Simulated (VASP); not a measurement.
A run of VASP 6.6.1 is set up as follows.

The input INCAR:

```
SYSTEM = NaLiB2
PREC     = Accurate       ! precision mode
ENCUT    = 520            ! plane-wave cutoff, eV
EDIFF    = 1E-6           ! SCF threshold, eV
ISMEAR   = -1             ! smearing method
SIGMA    = 0.15           ! smearing width, eV
LREAL    = .FALSE.        ! projectors in reciprocal space
LASPH    = .TRUE.         ! aspherical terms in the spheres
NELM     = 100            ! most SCF steps
ALGO     = Normal         ! electronic algorithm
ISIF     = 2              ! what is computed and relaxed
LWAVE    = .FALSE.        ! write WAVECAR
LCHARG   = .FALSE.        ! write CHGCAR
GGA      = PE             ! functional
NBANDS   = 16             ! bands
```

The input KPOINTS:

```
regular mesh
0
G
  12 12 12
  0 0 0
```

Contents of POSCAR:

```
NaLiB2
1.0
    4.4086141800      0.0000000000      0.0000000000
   -2.2043070900      3.8179718754      0.0000000000
    0.0000000000      0.0000000000      3.1562839897
Na Li B
1 1 2
Direct
    0.3333333333      0.6666666667      0.5000000000
    0.0000000000      0.0000000000      0.0000000000
    0.6666666667      0.3333333333      0.0000000000
    0.6666666667      0.3333333333      0.5000000000
```

Potentials or basis: VASP PAW PBE potentials, release 64 (Na_pv, Li_sv, B).

Launch:

```bash
$ cat potpaw_PBE.64/Na_pv/POTCAR potpaw_PBE.64/Li_sv/POTCAR potpaw_PBE.64/B/POTCAR > POTCAR
$ mpirun -np 1 vasp_std > vasp.out
```

(1) Estimate the band gap on the k mesh.

Answers

(1) zero (band 8 reaches 3.78 eV, above the bottom of band 9 at 2.56 eV).
